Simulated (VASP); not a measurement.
# V (Im-3m) in VASP: a series of runs, part 2 of 2

VASP 6.6.1. The steps go on from the part before.

### 3 Relaxation of cell and atoms, PBE

This run uses another cell than the first one, of 15.58 Å³/atom, 1.167 times its volume.

The input, INCAR:

```
SYSTEM = V
ALGO     = Normal         ! electronic algorithm
EDIFF    = 1E-7           ! SCF threshold, eV
EDIFFG   = -0.05          ! ionic threshold
ENCUT    = 500            ! plane-wave cutoff, eV
GGA      = PE             ! functional
GGA_COMPAT= .False.      
IBRION   = 2              ! ionic algorithm
ISIF     = 3              ! what is computed and relaxed
ISMEAR   = 0              ! smearing method
LASPH    = .True.         ! aspherical terms in the spheres
LCHARG   = .False.        ! write CHGCAR
LREAL    = .False.        ! projectors in reciprocal space
LWAVE    = .False.        ! write WAVECAR
NELM     = 120            ! most SCF steps
NELMIN   = 4            
NSW      = 80             ! ionic steps
PREC     = Accurate       ! precision mode
SIGMA    = 0.1            ! smearing width, eV
```

The input, KPOINTS:

```
k-points
0
Gamma
  8 8 8
  0 0 0
```

The input, POSCAR:

```
V
1.0
   -1.5732343579      1.5732343579      1.5732343579
    1.5732343579     -1.5732343579      1.5732343579
    1.5732343579      1.5732343579     -1.5732343579
V
1
Direct
    0.0000000000      0.0000000000      0.0000000000
```

Potentials or basis: VASP PAW PBE potentials, release 64 (V_sv).

Launch:

```bash
$ cat potpaw_PBE.64/V_sv/POTCAR > POTCAR
$ mpirun -np 1 vasp_std > vasp.out
```

Wall time 25 s (1 thread of Intel Xeon 8259CL, shared host); peak memory 0.13 GiB.

Results (log left out):

| Item | Value |
| --- | --- |
| Free energy | -9.0104 eV |
| Relaxed volume | 13.40 Å³/atom |
| Relaxed cell | a = 2.591 Å, b = 2.591 Å, c = 2.591 Å, α = 109.47°, β = 109.47°, γ = 109.47° |
| Space group after relaxing (to 0.05 Å) | Im-3m (No. 229) |
| Energy gained by relaxing | 158.0 meV/atom |
| Ionic steps | 4 |
| Pressure after relaxing | -0.2 GPa |

The path:
```csv
step,energy change (eV),largest force (eV/Å),pressure (GPa),volume (Å³)
1,0.0000,0.0000,-20.50,15.58
2,0.0378,0.0000,38.07,11.50
3,-0.1578,0.0000,-0.82,13.45
4,-0.1580,0.0000,-0.15,13.40
```

Final structure:
```cif
data_structure
_symmetry_space_group_name_H-M 'P 1'
_symmetry_Int_Tables_number 1
_cell_length_a 2.5914
_cell_length_b 2.5914
_cell_length_c 2.5914
_cell_angle_alpha 109.471
_cell_angle_beta 109.471
_cell_angle_gamma 109.471
_cell_volume 13.40
loop_
_atom_site_label
_atom_site_type_symbol
_atom_site_fract_x
_atom_site_fract_y
_atom_site_fract_z
_atom_site_occupancy
V1 V 0.00000 0.00000 0.00000 1
```

Levels at points of the mesh, in eV from the Fermi level:
| k point | band 3 | band 4 | band 5 | band 6 | band 7 | band 8 | band 9 | band 10 |
| --- | --- | --- | --- | --- | --- | --- | --- | --- |
| (0.00, 0.00, 0.00) | -36.98 | -36.98 | -6.62 | 0.42 | 0.42 | 0.42 | 2.45 | 2.45 |
| (0.50, 0.00, 0.00) | -37.27 | -36.99 | -3.20 | -1.14 | 1.64 | 2.45 | 2.81 | 4.16 |
| (0.50, 0.50, 0.50) | -37.61 | -37.61 | -3.02 | -3.02 | 3.76 | 3.76 | 3.76 | 10.24 |

### 4 Single point, PBE, collinear spin, ferromagnetic start

This run uses another cell than the first one, of 15.58 Å³/atom, 1.167 times its volume.

The input, INCAR:

```
ALGO = Normal ; EDIFF = 1E-6
ENCUT = 500 ; GGA = PE
GGA_COMPAT = False ; ISIF = 2
ISMEAR = 0 ; ISPIN = 2
LASPH = True ; LCHARG = False
LMAXMIX = 4 ; LORBIT = 11
LREAL = False ; LWAVE = False
MAGMOM = 2 ; NBANDS = 16
NELM = 200 ; PREC = Accurate
SIGMA = 0.1
```

The input, KPOINTS:

```
k-points
0
Gamma
  8 8 8
```

POSCAR is that of step 3.

Potentials or basis: VASP PAW PBE potentials, release 64 (V_sv).

Launch:

```bash
$ cat potpaw_PBE.64/V_sv/POTCAR > POTCAR
$ mpirun -np 1 vasp_std > vasp.out
```

OUTCAR:

```text
EDIFF = 1E-6
   ENCUT = 500
   GGA = PE
   ISIF = 2
   ISMEAR = 0
   ISPIN = 2
   LASPH = True
   LORBIT = 11
   LREAL = False
   NELM = 200
   PREC = Accurate

 ion  position               nearest neighbor table
   1  0.000  0.000  0.000-

  LATTYP: Found a body centered cubic cell.
 ALAT       =     3.1464687158

  Lattice vectors:

 A1 = (  -1.5732343579,   1.5732343579,   1.5732343579)
 A2 = (   1.5732343579,  -1.5732343579,   1.5732343579)
 A3 = (   1.5732343579,   1.5732343579,  -1.5732343579)

Analysis of symmetry for initial positions (statically):
=====================================================================
 Subroutine PRICEL returns:
 Original cell was already a primitive cell.

 Routine SETGRP: Setting up the symmetry group for a
 body centered cubic supercell.

 Subroutine GETGRP returns: Found 48 space group operations
 (whereof 48 operations were pure point group operations)
 out of a pool of 48 trial point group operations.

The static configuration has the point symmetry O_h .

Analysis of symmetry for dynamics (positions and initial velocities):
[... 640 lines left out ...]
 spin component 2

 k-point     1 :       0.0000    0.0000    0.0000
  band No.  band energies     occupation
      1     -55.8535      1.00000
      2     -29.3433      1.00000
      3     -29.3433      1.00000
      4     -29.3433      1.00000
      5       1.7816      1.00000
      6       8.4102      0.00000
[... 435 lines left out ...]
      5       6.0427      1.00000
      6       6.8836      1.00000
[... 8 lines left out ...]
     15      34.4218      0.00000
     16      35.0982      0.00000

 [... further k-points ...]

------------------------ aborting loop because EDIFF is reached ----------------------------------------

  FORCE on cell =-STRESS in cart. coord.  units (eV):
  Direction    XX          YY          ZZ          XY          YZ          ZX
  --------------------------------------------------------------------------------------
  -------------------------------------------------------------------------------------
  Total       -1.9919621     -1.9919621     -1.9919621     -0.0000000      0.0000000      0.0000000
  in kB     -204.9044498   -204.9044498   -204.9044498     -0.0000000      0.0000000      0.0000000
  external PRESSURE =    -204.9044498 kB  Pullay stress =       0.0000000 kB

 VOLUME and BASIS-vectors are now :
 -----------------------------------------------------------------------------
  energy-cutoff  :      500.00
  volume of cell :       15.58
      direct lattice vectors                 reciprocal lattice vectors
    -1.573234358  1.573234358  1.573234358     0.000000000  0.317816603  0.317816603
     1.573234358 -1.573234358  1.573234358     0.317816603  0.000000000  0.317816603
     1.573234358  1.573234358 -1.573234358     0.317816603  0.317816603  0.000000000

 POSITION                                       TOTAL-FORCE (eV/Angst)
 -----------------------------------------------------------------------------------
      0.00000      0.00000      0.00000        -0.000000     -0.000000     -0.000000
 -----------------------------------------------------------------------------------
    total drift:                                0.000000     -0.000000      0.000000

  FREE ENERGIE OF THE ION-ELECTRON SYSTEM (eV)
  ---------------------------------------------------
  free  energy   TOTEN  =        -8.8524480394 eV

  energy  without entropy=       -8.8402104351  energy(sigma->0) =       -8.84632924

 total charge

# of ion       s       p       d       tot
------------------------------------------
    1        2.302   6.171   2.968  11.440

 magnetization (x)

# of ion       s       p       d       tot
------------------------------------------
    1        0.000   0.000   0.005   0.005
```

It took 44 s on 1 thread of Intel Xeon 8259CL, shared host; peak memory 0.13 GiB.

Results:

* Free energy: -8.8524 eV
* Pressure: -20.5 GPa
* Net moment: 0.01 μB per cell
* Valence electrons inside the program's atomic spheres: V 11.44

Levels at points of the mesh, in eV from the Fermi level:
Spin up:
```csv
k point,band 3,band 4,band 5,band 6,band 7,band 8,band 9,band 10
"(0.00, 0.00, 0.00)",-37.39,-37.39,-6.27,0.36,0.36,0.36,2.03,2.03
"(0.50, 0.00, 0.00)",-37.58,-37.40,-2.74,-0.90,1.18,2.01,2.31,3.38
"(0.50, 0.50, 0.50)",-37.79,-37.79,-2.42,-2.42,3.07,3.07,3.07,8.91
```
Spin down:
```csv
k point,band 2,band 3,band 4,band 5,band 6,band 7,band 8,band 9,band 10,band 11
"(0.00, 0.00, 0.00)",-37.39,-37.39,-37.39,-6.27,0.36,0.36,0.36,2.04,2.04,19.31
"(0.50, 0.00, 0.00)",-37.95,-37.57,-37.39,-2.74,-0.90,1.18,2.01,2.31,3.39,8.48
"(0.50, 0.50, 0.50)",-37.78,-37.78,-37.78,-2.41,-2.41,3.07,3.07,3.07,8.91,8.91
```

### 5 The runs side by side

```csv
task,spin,cell,gap on the mesh (eV),pressure (GPa)
single point,off,"a = 2.588 Å, angles 109.5°, 1 atom",none,0.3
relaxation of cell and atoms,off,"relaxed from a = 2.725 Å, angles 109.5°, 1 atom",none,-0.2
single point,"collinear, ferromagnetic start","a = 2.725 Å, angles 109.5°, 1 atom",none,-20.5
```

Alike in all rows: level PBE; potentials or basis VASP PAW PBE potentials, release 64 (V_sv); k mesh 8 × 8 × 8; cutoff (eV) 500; smearing gaussian 0.1 eV.

Caveats: some runs use coarse meshes.

Absolute energies hang on the potentials; compare differences alone.
